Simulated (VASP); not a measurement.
The system is In.

```
In
1.0
     1.66964    0.96397    8.20746
    -1.66964    0.96397    8.20746
     0.00000   -1.92793    8.20746
In
3
Cartesian
  0.0000 0.0000 0.0000
  0.0000 0.0000 19.1565
  0.0000 0.0000 5.4659
```

Program: VASP 6.6.1. Alike in all runs: task single point; no spin polarisation; cell as given; k mesh 10 × 10 × 10; cutoff (eV) 520; smearing fermi-dirac 0.15 eV.

**Question.** Order these runs on this cell by their pressure, lowest first.
A. level PBEsol; potentials or basis VASP PAW PBE potentials, release 64 (In_d)
B. level LDA; potentials or basis VASP PAW LDA potentials, release 64 (In_d)
C. level BLYP; potentials or basis VASP PAW PBE potentials, release 64 (In_d)

**Answer.** B (-2.8 GPa), A (-1.2 GPa), C (5.8 GPa).

Caveats: the PAW data sets were made with another functional, which shifts forces and pressure a little (at least some runs); the cell stands under pressure (at least some runs).
